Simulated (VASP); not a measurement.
Mo, 1 atom in the cell. It takes space group Pm-3m (No. 221, cubic). Conventional cell: a = 2.648 Å, b = 2.648 Å, c = 2.648 Å, α = 90.00°, β = 90.00°, γ = 90.00°. Within 3.5 Å of Mo (site symmetry m-3m) lie 6 Mo at 2.65 Å.  This cell differs from its parent crystal: volume scaled by 1.04.

* Program: VASP 6.6.1
* Task: single point
* Functional: revPBE
* Potentials or basis: VASP PAW PBE potentials, release 64 (Mo_sv)
* Cutoff: 520 eV
* k mesh: 14 × 14 × 14
* Occupations: fermi-dirac, width 0.1 eV
* Spin: no spin polarisation
* Dipole correction: no
* Further INCAR settings: ALGO = Normal; EDIFF = 1e-06; NBANDS = 13

Potentials or basis: VASP PAW PBE potentials, release 64 (Mo_sv).

Launch:

```sh
$ cat potpaw_PBE.64/Mo_sv/POTCAR > POTCAR
$ mpirun -np 1 vasp_std > vasp.out
```

Hardware: 1 thread of Intel(R) Xeon(R) Platinum 8259CL CPU @ 2.50GHz (Skylake/Cascade Lake), with other jobs on the host.

Question: How long does it take, and how much memory?

Answer: It took 14 s on 1 thread of Intel(R) Xeon(R) Platinum 8259CL CPU @ 2.50GHz (Skylake/Cascade Lake), on a shared host, peak memory 0.14 GiB. Counts: scf iterations 11, k points 120.
